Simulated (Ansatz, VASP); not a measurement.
Two plane-wave programs on Te

```
CELL_PARAMETERS angstrom
4.31861 0.00000 0.00000
-2.15930 3.74002 0.00000
0.00000 0.00000 5.96574
ATOMIC_POSITIONS crystal
Te 0.28474 0.00000 0.33333
Te 0.00000 0.28474 0.66667
Te 0.71526 0.71526 0.00000
```

Alike in both runs: functional PBE; dispersion D3(BJ); k mesh 12 × 12 × 8; occupations gaussian, width 0.1 eV; no spin polarisation.

Ansatz relaxed the structure, and its values are those at the end. VASP's run is a single point on that final structure, the one shown.

```csv
,VASP,Ansatz
version,VASP 6.6.1,Ansatz 0.2.0
potentials or method,"VASP PAW PBE potentials, release 64 (Te), cutoff 520 eV","scalar-relativistic, plane waves, PAW"
valence electrons in the cell,18,48
```

Ansatz gave:

* gap on the k mesh at the Fermi level (eV): none
* pressure (GPa): 0.0
* rms of the force components (eV/Å): 0.002

Task: Which values does VASP return?

Result: gap on the k mesh at the Fermi level (eV): none; pressure (GPa): 0.0; rms of the force components (eV/Å): 0.007.

A gap of «none» marks a metal or a gap that the smearing closes. VASP's potentials hold 18 valence electrons a cell and Ansatz's 48, so a difference there can come from the potentials and not from the codes.

Spin-orbit coupling is off throughout.
